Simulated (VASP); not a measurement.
# AlCr2C (P6_3/mmc) in VASP: relaxation of cell and atoms with PBE

Aim: the relaxation of cell and atoms of AlCr2C with PBE.

Program: VASP 6.6.1. These are calculated values, not measurements. Logs are shortened: lines on timing, memory, paths and dates and some standing lists are left out, and cuts for length are marked.

### 1 The cell of the first run

Symmetry: P6_3/mmc, No. 194, hexagonal system. The conventional cell has a = 2.825 Å, b = 2.825 Å, c = 12.601 Å, α = 90.00°, β = 90.00°, γ = 120.00°. Al (site symmetry -6m2) has 6 Cr at 2.64 Å and 6 Al at 2.83 Å and 6 C at 3.55 Å within 3.6 Å. Within 2.7 Å of Cr (site symmetry 3m) lie 3 C at 1.95 Å and 3 Al at 2.64 Å and 3 Cr at 2.69 Å. C (site symmetry -3m) has 6 Cr at 1.95 Å within 2.6 Å.

### 2 Relaxation of cell and atoms, PBE

INCAR reads:

```
SYSTEM = AlCr2C
PREC     = Accurate       ! precision mode
ENCUT    = 600            ! plane-wave cutoff, eV
EDIFF    = 1E-7           ! SCF threshold, eV
ISMEAR   = 0              ! smearing method
SIGMA    = 0.1            ! smearing width, eV
LREAL    = .False.        ! projectors in reciprocal space
LASPH    = .True.         ! aspherical terms in the spheres
NELM     = 100            ! most SCF steps
ALGO     = Normal         ! electronic algorithm
ISIF     = 3              ! what is computed and relaxed
LWAVE    = .False.        ! write WAVECAR
LCHARG   = .False.        ! write CHGCAR
GGA      = PE             ! functional
IBRION   = 2              ! ionic algorithm
NSW      = 100            ! ionic steps
EDIFFG   = -0.002         ! ionic threshold
```

KPOINTS reads:

```
Automatic mesh
0
Gamma
  15 15 4
  0 0 0
```

POSCAR reads:

```
AlCr2C
1.0
    2.8251010646      0.0000000000      0.0000000000
   -1.4125505323      2.4466092902      0.0000000000
    0.0000000000      0.0000000000     12.6013736800
Al Cr C
2 4 2
Direct
    0.6666666700      0.3333333300      0.2500000000
    0.3333333300      0.6666666700      0.7500000000
    0.3333333300      0.6666666700      0.4149411600
    0.6666666700      0.3333333300      0.9149411600
    0.6666666700      0.3333333300      0.5850588400
    0.3333333300      0.6666666700      0.0850588400
    0.0000000000      0.0000000000      0.5000000000
    0.0000000000      0.0000000000      0.0000000000
```

Potentials or basis: VASP PAW PBE potentials, release 64 (Al, Cr_pv, C).

On the command line:

```bash
> cat potpaw_PBE.64/Al/POTCAR potpaw_PBE.64/Cr_pv/POTCAR potpaw_PBE.64/C/POTCAR > POTCAR
> mpirun -np 1 vasp_std > vasp.out
```

OUTCAR:

```text
SYSTEM = AlCr2C
   PREC = Accurate
   ENCUT = 600
   EDIFF = 1E-7
   ISMEAR = 0
   LREAL = .False.
   LASPH = .True.
   NELM = 100
   ISIF = 3
   GGA = PE
   IBRION = 2
   NSW = 100
   EDIFFG = -0.002

 ion  position               nearest neighbor table
   1  0.667  0.333  0.250-   3 2.64   6 2.64   3 2.64   6 2.64   3 2.64   6 2.64
   2  0.333  0.667  0.750-   4 2.64   5 2.64   4 2.64   5 2.64   4 2.64   5 2.64
   3  0.333  0.667  0.415-   7 1.95   7 1.95   7 1.95   1 2.64   1 2.64   1 2.64   5 2.69   5 2.69
                             5 2.69
   4  0.667  0.333  0.915-   8 1.95   8 1.95   8 1.95   2 2.64   2 2.64   2 2.64   6 2.69   6 2.69
                             6 2.69
   5  0.667  0.333  0.585-   7 1.95   7 1.95   7 1.95   2 2.64   2 2.64   2 2.64   3 2.69   3 2.69
                             3 2.69
   6  0.333  0.667  0.085-   8 1.95   8 1.95   8 1.95   1 2.64   1 2.64   1 2.64   4 2.69   4 2.69
                             4 2.69
   7  0.000  0.000  0.500-   3 1.95   5 1.95   3 1.95   5 1.95   5 1.95   3 1.95
   8  0.000  0.000  0.000-   4 1.95   6 1.95   6 1.95   4 1.95   4 1.95   6 1.95

  LATTYP: Found a hexagonal cell.
 ALAT       =     2.8251010646
 C/A-ratio  =     4.4605036747

  Lattice vectors:

 A1 = (   2.8251010646,   0.0000000000,   0.0000000000)
 A2 = (  -1.4125505323,   2.4466092902,   0.0000000000)
 A3 = (   0.0000000000,   0.0000000000,  12.6013736800)

Analysis of symmetry for initial positions (statically):
=====================================================================
 Subroutine PRICEL returns:
 Original cell was already a primitive cell.

 Routine SETGRP: Setting up the symmetry group for a
 hexagonal supercell.

 Subroutine GETGRP returns: Found 24 space group operations
 (whereof 12 operations were pure point group operations)
 out of a pool of 24 trial point group operations.

The static configuration has the point symmetry D_3d.
 The point group associated with its full space group is D_6h.

Analysis of symmetry for dynamics (positions and initial velocities):
=====================================================================
 Subroutine PRICEL returns:
 Original cell was already a primitive cell.

 Routine SETGRP: Setting up the symmetry group for a
 hexagonal supercell.

 Subroutine GETGRP returns: Found 24 space group operations
 (whereof 12 operations were pure point group operations)
 out of a pool of 24 trial point group operations.

The dynamic configuration has the point symmetry D_3d.
 The point group associated with its full space group is D_6h.

 Subroutine INISYM returns: Found 24 space group operations
 (whereof 12 operations are pure point group operations),
 and found     1 'primitive' translations

----------------------------------------------------------------------------------------

                                     Primitive cell
[... 92 lines left out ...]
   NGXF,Y,Z  is equivalent  to a cutoff of  28.25, 28.25, 28.50 a.u.
 SYSTEM =  AlCr2C
   PREC   = accura    normal or accurate (medium, high low for compatibility)
   ISTART =      0    job   : 0-new  1-cont  2-samecut
   ICHARG =      2    charge: 1-file 2-atom 10-const
   ISPIN  =      1    spin polarized calculation?
   LNONCOLLINEAR =      F non collinear calculations
   LSORBIT =      F    spin-orbit coupling
   LASPH  =      T    aspherical Exc in radial PAW
   ENCUT  =  600.0 eV  44.10 Ry    6.64 a.u.   5.64  5.64 25.17*2*pi/ulx,y,z
   NELM   =    100;   NELMIN=  2; NELMDL= -5     # of ELM steps
   EDIFF  = 0.1E-06   stopping-criterion for ELM
   LREAL  =      F    real-space projection
   EDIFFG = -.2E-02   stopping-criterion for IOM
   NSW    =    100    number of steps for IOM
   IBRION =      2    ionic relax: 0-MD 1-quasi-New 2-CG
   NFREE  =      1    steps in history (QN), initial steepest desc. (CG)
   ISIF   =      3    stress and relaxation
   ISYM   =      2    0-nonsym 1-usesym 2-fastsym
   POTIM  = 0.5000    time-step for ionic-motion
   TEBEG  =    0.0;   TEEND  =   0.0 temperature during run
   PSTRESS=    0.0 pullay stress
   NELECT =      62.0000    total number of electrons
   NUPDOWN=      -1.0000    fix difference up-down
   EMIN   =  10.00;   EMAX   =-10.00  energy-range for DOS
   EFERMI =   0.00;   METHOD = LEGACY
   ISMEAR =     0;   SIGMA  =   0.10  broadening in eV -4-tet -1-fermi 0-gaus
   EFERMI_NEDOS =   21; number of points for ismear=-14 and -15
   IALGO  =     38    algorithm
   IMIX   =      4    mixing-type and parameters
     AMIX     =   0.40;   BMIX     =  1.00
     AMIX_MAG =   1.60;   BMIX_MAG =  1.00
  volume/ion in A,a.u.               =      10.89        73.47
  Fermi-wavevector in a.u.,A,eV,Ry     =   1.461728  2.762265 29.070870  2.136649
  Thomas-Fermi vector in A             =   2.578025
   LORBIT       =      0    0 simple, 1 ext, 2 COOP (PROOUT), +10 PAW based schemes
   GGA     = PE    functional components
   LHFCALC =     F    Hartree Fock is set to
   AEXX    =    0.0000 exact exchange contribution
   IVDW    =     0    specifies the selected vdW correction
   LEPSILON=     F    determine dielectric tensor
   LRPA    =     F    only Hartree local field effects (RPA)
 conjugate gradient relaxation of ions
 non-spin polarized calculation
 Gauss-broadening in eV      SIGMA  =   0.10
  energy-cutoff  :      600.00
  volume of cell :       87.10
 maximum number of plane-waves:      2934
 NGX is ok and might be reduce to    24
   NGX = 11   NGY = 11   NGZ = 51

--------------------------------------- Ionic step        1  -------------------------------------------

 number of electron      61.9999973 magnetization

 Free energy of the ion-electron system (eV)
  ---------------------------------------------------
  ext. energy  EPLUGINS =         0.00000000
  ---------------------------------------------------
  free energy    TOTEN  =       -65.48515149 eV

  energy without entropy =      -65.45286803  energy(sigma->0) =      -65.46900976

 E-fermi :  10.1821     XC(G=0): -12.5564

 val. band max:       10.1749116063   @ k =   0.2000   0.0667   0.0000
 cond. band min:      10.1839596049   @ k =   0.4000   0.0667   0.2500
 fundamental gap:      0.0090479986
 Fermi energy:        10.1820855917

 k-point     1 :       0.0000    0.0000    0.0000
  band No.  band energies     occupation
      1     -33.2299      2.00000
      2     -33.2282      2.00000
      3     -33.0057      2.00000
      4     -33.0057      2.00000
      5     -33.0057      2.00000
      6     -33.0057      2.00000
[... 1202 lines left out ...]
--------------------------------------- Ionic step        7  -------------------------------------------

 number of electron      61.9999992 magnetization

 Free energy of the ion-electron system (eV)
  ---------------------------------------------------
  ext. energy  EPLUGINS =         0.00000000
  ---------------------------------------------------
  free energy    TOTEN  =       -65.50355004 eV

  energy without entropy =      -65.47077864  energy(sigma->0) =      -65.48716434

 E-fermi :   9.9457     XC(G=0): -12.4589

 val. band max:        9.9402543467   @ k =   0.2000   0.0667   0.0000
 cond. band min:       9.9525909464   @ k =   0.2000   0.0667   0.2500
 fundamental gap:      0.0123365998
 Fermi energy:         9.9456625333

 k-point     1 :       0.0000    0.0000    0.0000
  band No.  band energies     occupation
      1     -33.4602      2.00000
      2     -33.4588      2.00000
      3     -33.2522      2.00000
      4     -33.2522      2.00000
      5     -33.2522      2.00000
      6     -33.2522      2.00000
[... 986 lines left out ...]
  FREE ENERGIE OF THE ION-ELECTRON SYSTEM (eV)
  ---------------------------------------------------
  free  energy   TOTEN  =       -65.5035500413 eV

  energy  without entropy=      -65.4707786388  energy(sigma->0) =      -65.48716434

 reached required accuracy - stopping structural energy minimisation
```

CONTCAR:

```text
AlCr2C
   1.00000000000000
     2.8416751333347881    0.0000000000000000   -0.0000000000000000
    -1.4208375666673940    2.4609628547683600    0.0000000000000000
     0.0000000000000000    0.0000000000000000   12.6901711090821152
  Al              Cr              C
     2     4     2
Direct
     0.6666666699999979    0.3333333300000021    0.2500000000000000
     0.3333333300000021    0.6666666699999979    0.7500000000000000
     0.3333333300000021    0.6666666699999979    0.4156202745567277
     0.6666666699999979    0.3333333300000021    0.9156202745567277
     0.6666666699999979    0.3333333300000021    0.5843797254432723
     0.3333333300000021    0.6666666699999979    0.0843797254432723
     1.0000000000000000    0.0000000000000000    0.5000000000000000
     1.0000000000000000    0.0000000000000000    1.0000000000000000

  0.00000000E+00  0.00000000E+00  0.00000000E+00
  0.00000000E+00  0.00000000E+00  0.00000000E+00
  0.00000000E+00  0.00000000E+00  0.00000000E+00
  0.00000000E+00  0.00000000E+00  0.00000000E+00
  0.00000000E+00  0.00000000E+00  0.00000000E+00
  0.00000000E+00  0.00000000E+00  0.00000000E+00
  0.00000000E+00  0.00000000E+00  0.00000000E+00
  0.00000000E+00  0.00000000E+00  0.00000000E+00
```

Wall time 26 min (1 thread of Intel Xeon Platinum 8275CL at 3.00GHz (Skylake/Cascade Lake), shared host); peak memory 0.44 GiB.

Results:

```yaml
Free_energy: -65.5036 eV
Relaxed_volume: 11.09 Å³/atom
Relaxed_cell: a = 2.842 Å, b = 2.842 Å, c = 12.690 Å, α = 90.00°, β = 90.00°, γ = 120.00°
Space_group_after_relaxing_to_0.1_Å: P6_3/mmc (No. 194)
Energy_gained_by_relaxing: 2.3 meV/atom
Ionic_steps: 7
Pressure_after_relaxing: 0.0 GPa
Band_gap_on_the_k_mesh: zero (bands 31 and 32 overlap by 0.82 eV)
```

Step by step:
```tsv
step	energy change (eV)	largest force (eV/Å)	pressure (GPa)	volume (Å³)
1	0.0000	0.0000	3.66	87.10
2	0.0095	0.3780	-4.35	90.27
3	-0.0154	0.1709	-0.01	88.48
4	-0.0183	0.0253	0.00	88.70
5	-0.0184	0.0004	0.00	88.74
6	-0.0184	0.0033	0.00	88.74
7	-0.0184	0.0008	-0.02	88.75
```

Final structure:
```yaml
crystal:
  lattice:
    - [2.84168, 0.00000, 0.00000]
    - [-1.42084, 2.46096, 0.00000]
    - [0.00000, 0.00000, 12.69017]
  atoms:
    - { symbol: Al, position: [0.66667, 0.33333, 0.25000] }
    - { symbol: Al, position: [0.33333, 0.66667, 0.75000] }
    - { symbol: Cr, position: [0.33333, 0.66667, 0.41562] }
    - { symbol: Cr, position: [0.66667, 0.33333, 0.91562] }
    - { symbol: Cr, position: [0.66667, 0.33333, 0.58438] }
    - { symbol: Cr, position: [0.33333, 0.66667, 0.08438] }
    - { symbol: C, position: [0.00000, 0.00000, 0.50000] }
    - { symbol: C, position: [0.00000, 0.00000, 0.00000] }
```

Levels at points of the mesh, in eV from the Fermi level:
```
           k point  band 29  band 30  band 31  band 32  band 33  band 34
(0.00, 0.00, 0.00)    -1.04    -1.04    -0.23    -0.23    -0.20    -0.20
(0.00, 0.00, 0.50)    -1.05    -1.05    -0.21    -0.21    -0.21    -0.21
```

Caveat: the run has no spin polarisation, though such a crystal can be magnetic.
